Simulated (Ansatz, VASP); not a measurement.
**BaTiO3 in VASP and in Ansatz**

Contents of INCAR:

```
SYSTEM = BaTiO3
ALGO = Normal
EDIFF = 1E-8
ENCUT = 520
GGA = PS
ISIF = 2
ISMEAR = -1
LASPH = .TRUE.
LCHARG = .FALSE.
LEFG = .TRUE.
LREAL = .FALSE.
LWAVE = .FALSE.
NBANDS = 28
NELM = 100
PREC = Accurate
SIGMA = 0.03
```

KPOINTS

```
k-points
0
G
  7 7 7
  0 0 0
```

POSCAR

```
BaTiO3
1.0
    3.9998000000      0.0000000000      0.0000000000
    0.0000000000      3.9998000000      0.0000000000
    0.0000000000      0.0000000000      4.0983600000
Ba Ti O
1 1 3
Direct
    0.0000000000      0.0000000000      0.0000000000
    0.5000000000      0.5000000000      0.5000000000
    0.5000000000      0.5000000000      0.0000000000
    0.5000000000      0.0000000000      0.5000000000
    0.0000000000      0.5000000000      0.5000000000
```

Input for Ansatz:

```yaml
crystal:
  lattice:
    - [3.9998, 0.0, 0.0]
    - [0.0, 3.9998, 0.0]
    - [0.0, 0.0, 4.09836]
  atoms:
    - { symbol: Ba, position: [0.0, 0.0, 0.0] }
    - { symbol: Ti, position: [0.5, 0.5, 0.5] }
    - { symbol: O, position: [0.5, 0.5, 0.0] }
    - { symbol: O, position: [0.5, 0.0, 0.5] }
    - { symbol: O, position: [0.0, 0.5, 0.5] }
kpoints:
  mp_grid: { grid: [7, 7, 7] }
scf:
  occupations: { method: fermi_dirac, width: 0.03 }
hamiltonian:
  xc: pbesol
  pseudopotentials: { kind: all_electron, datasets: crystal }
output:
  forces: true
  stress: true
  eigenvalues: true
  efg: { contact_densities: true }
```

Change from the starting cell: zz strain of +2 %, crystal datasets.

Alike in both runs: task electric field gradients; functional PBEsol; k mesh 7 × 7 × 7; occupations fermi-dirac, width 0.03 eV; no spin polarisation.

|  | VASP | Ansatz |
| --- | --- | --- |
| version | VASP 6.6.1 | Ansatz 0.2.0 |
| potentials or method | VASP PAW PBE potentials, release 64 (Ba_sv, Ti_sv, O), cutoff 520 eV | all-electron PAW with datasets made for the crystal, scalar-relativistic |

|  | VASP | Ansatz | Ansatz less VASP |
| --- | --- | --- | --- |
| gap on the k mesh at the Fermi level (eV) | 1.70 | 1.75 | +0.058 |
| pressure (GPa) | -5.8 | -7.5 | -1.66 |
| traceless stress, the component that is largest in VASP (GPa) | -2.69 | -2.59 | +0.100 |
| size of Vzz on the site where it differs most (V/Å²) | 4.9 | 4.4 | -0.52 |

VASP's potentials were made for PBE, not for PBEsol. Ansatz ran all-electron here, and VASP with PAW potentials.

Spin-orbit coupling is off throughout.
